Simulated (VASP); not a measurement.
Set up this calculation in VASP 6.6.1, as the native input.

```yaml
Task: single point
Functional: PBE
Potentials_or_basis: VASP PAW PBE potentials, release 64 (Mg_sv, C)
Cutoff: 840 eV
k_mesh: 6 × 6 × 6
Occupations: gaussian, width 0.1 eV
Spin: no spin polarisation
Dipole_correction: no
Further_INCAR_settings: ALGO = Normal; EDIFF = 1e-06; NBANDS = 22
```

The structure of MgC lies in POSCAR:

```
MgC
1.0
    1.8319459105     -4.1594954906      0.0000000000
    1.8319459105      4.1594954906      0.0000000000
    0.0000000000      0.0000000000      2.7251204911
Mg C
2 2
Direct
    0.8545810996      0.1454189004      0.7500000000
    0.1454189004      0.8545810996      0.2500000000
    0.5542377086      0.4457622914      0.7500000000
    0.4457622914      0.5542377086      0.2500000000
```

The input as run:

INCAR

```
SYSTEM = MgC
  PREC = Accurate
  ENCUT = 840
  EDIFF = 1E-6
  ISMEAR = 0
  SIGMA = 0.1
  LREAL = .False.
  LASPH = .True.
  NELM = 120
  ALGO = Normal
  ISIF = 2
  LWAVE = .False.
  LCHARG = .False.
  GGA = PE
  NBANDS = 22
  GGA_COMPAT = .False.
```

KPOINTS

```
regular mesh
0
Gamma
  6 6 6
  0 0 0
```

Potentials or basis: VASP PAW PBE potentials, release 64 (Mg_sv, C).

Launch:

```sh
$ cat potpaw_PBE.64/Mg_sv/POTCAR potpaw_PBE.64/C/POTCAR > POTCAR
$ mpirun -np 1 vasp_std > vasp.out
```

Results of the run:

```
Pressure               : -0.2 GPa
Largest force          : 0.031 eV/Å
Band gap on the k mesh : zero (bands 14 and 15 overlap by 0.05 eV)
```

Caveat: the k points lie up to 0.38 Å⁻¹ apart.

It took 38 s on 1 thread of Intel(R) Xeon(R) 6975P-C (Granite Rapids) (shared host), peak memory 0.27 GiB.
